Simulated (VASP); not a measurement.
# MoSe2 (P6_3/mmc) in VASP: single point with PBE

Aim: the single point of MoSe2 with PBE.

Program: VASP 6.6.1. These are calculated values, not measurements. Logs are shortened: lines on timing, memory, paths and dates and some standing lists are left out, and cuts for length are marked.

**1. The cell of the first run**

Symmetry: P6_3/mmc, No. 194, hexagonal system. Conventional cell: a = 3.315 Å, b = 3.315 Å, c = 16.961 Å, α = 90.00°, β = 90.00°, γ = 120.00°. Mo (site symmetry -6m2) has 6 Se at 2.54 Å and 6 Mo at 3.31 Å within 3.4 Å. Within 3.4 Å of Se (site symmetry 3m) lie 3 Mo at 2.54 Å and 7 Se at 3.31 to 3.34 Å.

**2. Single point, PBE, non-collinear spin, typed start, spin-orbit coupling**

The input, INCAR:

```
ALGO     = Normal         # electronic algorithm
EDIFF    = 1E-6           # SCF threshold, eV
ENCUT    = 500            # plane-wave cutoff, eV
GGA      = PE             # functional
GGA_COMPAT= F            
ISIF     = 2              # what is computed and relaxed
ISMEAR   = 0              # smearing method
KPAR     = 4            
LASPH    = T              # aspherical terms in the spheres
LCHARG   = F              # write CHGCAR
LMAXMIX  = 4              # l up to which the mixer works
LORBIT   = 11             # projections on sites
LORBMOM  = T            
LREAL    = F              # projectors in reciprocal space
LSORBIT  = T              # spin-orbit coupling
LWAVE    = F              # write WAVECAR
MAGMOM   = 0 0 2 0 0 2 0 0 0 0 0 0 0 0 0 0 0 0 # initial moments
NBANDS   = 68             # bands
NELM     = 200            # most SCF steps
PREC     = Accurate       # precision mode
SIGMA    = 0.05           # smearing width, eV
```

The input, KPOINTS:

```
k-points
0
Gamma
  8 8 2
```

The input, POSCAR:

```
MoSe2
1.0
    3.3147566404      0.0000000000      0.0000000000
   -1.6573783202      2.8706634579      0.0000000000
    0.0000000000      0.0000000000     16.9611278432
Mo Se
2 4
Direct
    0.3333333333      0.6666666667      0.2500000000
    0.6666666667      0.3333333333      0.7500000000
    0.3333333333      0.6666666667      0.6515408902
    0.6666666667      0.3333333333      0.1515408902
    0.3333333333      0.6666666667      0.8484591098
    0.6666666667      0.3333333333      0.3484591098
```

Potentials or basis: VASP PAW PBE potentials, release 64 (Mo_sv, Se).

Run with:

```sh
$ cat potpaw_PBE.64/Mo_sv/POTCAR potpaw_PBE.64/Se/POTCAR > POTCAR
$ mpirun -np 4 vasp_ncl > vasp.out
```

OUTCAR:

```text
EDIFF = 1E-6
   ENCUT = 500
   GGA = PE
   ISIF = 2
   ISMEAR = 0
   LASPH = T
   LORBIT = 11
   LREAL = F
   LSORBIT = T
   NELM = 200
   PREC = Accurate

 ion  position               nearest neighbor table
   1  0.333  0.667  0.250-   4 2.54   6 2.54   4 2.54   6 2.54   4 2.54   6 2.54
   2  0.667  0.333  0.750-   3 2.54   5 2.54   3 2.54   5 2.54   3 2.54   5 2.54
   3  0.333  0.667  0.652-   2 2.54   2 2.54   2 2.54
   4  0.667  0.333  0.152-   1 2.54   1 2.54   1 2.54
   5  0.333  0.667  0.848-   2 2.54   2 2.54   2 2.54
   6  0.667  0.333  0.348-   1 2.54   1 2.54   1 2.54

  LATTYP: Found a hexagonal cell.
 ALAT       =     3.3147566404
 C/A-ratio  =     5.1168546241

  Lattice vectors:

 A1 = (   3.3147566404,   0.0000000000,   0.0000000000)
 A2 = (  -1.6573783202,   2.8706634579,   0.0000000000)
 A3 = (   0.0000000000,   0.0000000000,  16.9611278432)

Analysis of symmetry for initial positions (statically):
=====================================================================
 Subroutine PRICEL returns:
 Original cell was already a primitive cell.

 Routine SETGRP: Setting up the symmetry group for a
 hexagonal supercell.

 Subroutine GETGRP returns: Found 24 space group operations
 (whereof 12 operations were pure point group operations)
 out of a pool of 24 trial point group operations.

The static configuration has the point symmetry D_3d.
 The point group associated with its full space group is D_6h.

Analysis of symmetry for dynamics (positions and initial velocities):
=====================================================================
 Subroutine PRICEL returns:
 Original cell was already a primitive cell.

 Routine SETGRP: Setting up the symmetry group for a
 hexagonal supercell.

 Subroutine GETGRP returns: Found 24 space group operations
 (whereof 12 operations were pure point group operations)
 out of a pool of 24 trial point group operations.

The dynamic configuration has the point symmetry D_3d.
 The point group associated with its full space group is D_6h.

Analysis of structural, dynamic, and magnetic symmetry:
=====================================================================
 Subroutine PRICEL returns:
 Original cell was already a primitive cell.

 Routine SETGRP: Setting up the symmetry group for a
 hexagonal supercell.

 Subroutine GETGRP returns: Found 12 space group operations
 (whereof  6 operations were pure point group operations)
 out of a pool of 24 trial point group operations.

The overall configuration has the point symmetry S_6 .
[... 1810 lines left out ...]
 orbital moment (x)

 # of ion     p       d       tot
 ----------------------------------------
  1         0.000  -0.000  -0.000
  2         0.000   0.000   0.000
  3        -0.000  -0.000  -0.000
  4         0.000  -0.000   0.000
  5         0.000  -0.000   0.000
  6        -0.000  -0.000  -0.000
 ----------------------------------------
            0.000  -0.000   0.000

 orbital moment (y)

 # of ion     p       d       tot
 ----------------------------------------
  1        -0.000  -0.000  -0.000
  2         0.000  -0.000  -0.000
  3        -0.000  -0.000  -0.000
  4         0.000   0.000   0.000
  5         0.000   0.000   0.000
  6        -0.000  -0.000  -0.000
 ----------------------------------------
           -0.000  -0.000  -0.000

 orbital moment (z)

 # of ion     p       d       tot
 ----------------------------------------
  1         0.000  -0.000  -0.000
  2         0.000  -0.000  -0.000
  3        -0.000  -0.000  -0.000
  4        -0.000  -0.000  -0.000
  5        -0.000  -0.000  -0.000
  6        -0.000  -0.000  -0.000
 ----------------------------------------
           -0.000  -0.000  -0.000

 Spin-Orbit-Coupling matrix elements

 Ion:    1  E_soc:     -0.1974814
 l=   1
     0.0000000    -0.0298350    -0.0298340
    -0.0298350     0.0000000    -0.0298350
    -0.0298340    -0.0298350     0.0000000
 l=   2
     0.0000000    -0.0005320     0.0000000    -0.0005320    -0.0029277
    -0.0005320     0.0000000    -0.0018455    -0.0004901    -0.0005320
     0.0000000    -0.0018455     0.0000000    -0.0018455     0.0000000
    -0.0005320    -0.0004901    -0.0018455     0.0000000    -0.0005320
    -0.0029277    -0.0005320     0.0000000    -0.0005320     0.0000000
 l=   3
     0.0000000     0.0000000     0.0000000     0.0000000     0.0000000     0.0000000     0.0000000
     0.0000000     0.0000000     0.0000000     0.0000000     0.0000000     0.0000000     0.0000000
     0.0000000     0.0000000     0.0000000     0.0000000     0.0000000     0.0000000     0.0000000
     0.0000000     0.0000000     0.0000000     0.0000000     0.0000000     0.0000000     0.0000000
[... 89 lines left out ...]
 l=   2
     0.0000000     0.0000008     0.0000000     0.0000008    -0.0000052
     0.0000008     0.0000000    -0.0000009     0.0000070     0.0000008
     0.0000000    -0.0000009     0.0000000    -0.0000009     0.0000000
     0.0000008     0.0000070    -0.0000009     0.0000000     0.0000008
    -0.0000052     0.0000008     0.0000000     0.0000008     0.0000000
 l=   3
     0.0000000     0.0000000     0.0000000     0.0000000     0.0000000     0.0000000     0.0000000
     0.0000000     0.0000000     0.0000000     0.0000000     0.0000000     0.0000000     0.0000000
     0.0000000     0.0000000     0.0000000     0.0000000     0.0000000     0.0000000     0.0000000
     0.0000000     0.0000000     0.0000000     0.0000000     0.0000000     0.0000000     0.0000000
     0.0000000     0.0000000     0.0000000     0.0000000     0.0000000     0.0000000     0.0000000
     0.0000000     0.0000000     0.0000000     0.0000000     0.0000000     0.0000000     0.0000000
     0.0000000     0.0000000     0.0000000     0.0000000     0.0000000     0.0000000     0.0000000

 total charge

# of ion       s       p       d       tot
------------------------------------------
    1        2.270   6.182   3.926  12.378
    2        2.270   6.182   3.926  12.378
    3        1.477   2.325   0.060   3.863
    4        1.477   2.325   0.060   3.863
    5        1.477   2.325   0.060   3.863
    6        1.477   2.325   0.060   3.863
--------------------------------------------------
tot         10.448  21.664   8.093  40.205

 magnetization (x)

# of ion       s       p       d       tot
------------------------------------------
    1        0.000   0.000   0.000   0.000
    2        0.000   0.000  -0.000  -0.000
    3       -0.000  -0.000   0.000  -0.000
    4        0.000   0.000  -0.000   0.000
    5        0.000   0.000  -0.000   0.000
    6       -0.000  -0.000   0.000  -0.000
--------------------------------------------------
tot          0.000   0.000   0.000   0.000

 magnetization (y)

# of ion       s       p       d       tot
------------------------------------------
    1       -0.000  -0.000  -0.000  -0.000
    2        0.000  -0.000   0.000  -0.000
    3        0.000   0.000   0.000   0.000
    4       -0.000  -0.000   0.000  -0.000
    5       -0.000  -0.000   0.000  -0.000
    6        0.000   0.000   0.000   0.000
--------------------------------------------------
tot         -0.000  -0.000   0.000   0.000

 magnetization (z)

# of ion       s       p       d       tot
------------------------------------------
    1        0.000  -0.000  -0.000  -0.000
    2        0.000  -0.000  -0.000  -0.000
    3        0.000   0.000  -0.000   0.000
    4        0.000   0.000  -0.000   0.000
    5        0.000   0.000  -0.000   0.000
    6        0.000   0.000  -0.000   0.000
--------------------------------------------------
tot          0.000   0.000  -0.000  -0.000
```

stdout:

```text
POSCAR found type information on POSCAR MoSe
 POSCAR found :  2 types and       6 ions
 scaLAPACK will be used
 LDA part: xc-table for (Slater+PW92), standard interpolation
 POSCAR, INCAR and KPOINTS ok, starting setup
 FFT: planning ... GRIDC
 FFT: planning ... GRID_SOFT
 FFT: planning ... GRID
 WAVECAR not read
 entering main loop
```

It took 2.1 min on 4 MPI ranks of Intel Xeon 6975P-C (Granite Rapids), shared host; peak memory 0.74 GiB.

What came out:

```yaml
Free_energy: -40.2582 eV
Pressure: 0.4 GPa
Largest_force: 0.056 eV/Å
Net_moment: 0.00 μB per cell
Valence_electrons_inside_the_program's_atomic_spheres: Mo 12.38; Se 3.86
```

Forces in eV/Å, atoms in the order of the input:
```
Mo   0.000  0.000  0.000
Mo   0.000  0.000  0.000
Se   0.000  0.000 -0.056
Se   0.000  0.000 -0.056
Se   0.000  0.000  0.056
Se   0.000  0.000  0.056
```

Stress tensor (GPa, compression positive):
```
0.47 0.00 0.00
0.00 0.47 0.00
0.00 0.00 0.31
```

Moments on the atoms (μB; x, y, z):
```
Mo  0.00 0.00 0.00
Mo  0.00 0.00 0.00
Se  0.00 0.00 0.00
Se  0.00 0.00 0.00
Se  0.00 0.00 0.00
Se  0.00 0.00 0.00
```

Caveat: this functional lacks dispersion, which binds layers or chains, so the pressure and a relaxed spacing across them are unreliable.
